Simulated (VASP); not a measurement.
Here is a VASP 6.6.1 calculation.

Contents of INCAR:

```
  PREC = Accurate
  ENCUT = 520
  EDIFF = 1E-6
  ISMEAR = 0
  SIGMA = 0.05
  LREAL = F
  LASPH = T
  NELM = 60
  ALGO = Normal
  ISIF = 2
  LWAVE = F
  LCHARG = T
  GGA = PE
  LELF = T
  LVHAR = T
  NBANDS = 12
```

The input KPOINTS:

```
Automatic mesh
0
Gamma
  9 9 9
```

File POSCAR:

```
Ag
1.0
    2.4945548824      0.0000000000      0.0000000000
    0.0000000000      2.4945548824      0.0000000000
    0.0000000000      0.0000000000      2.4945548824
Ag
1
Direct
    0.0000000000      0.0000000000      0.0000000000
```

Potentials or basis: VASP PAW PBE potentials, release 64 (Ag).

The run is started by

```console
$ cat potpaw_PBE.64/Ag/POTCAR > POTCAR
$ mpirun -np 1 vasp_std > vasp.out
```

Q: What does it give for the pressure?

A: 44.4 GPa.
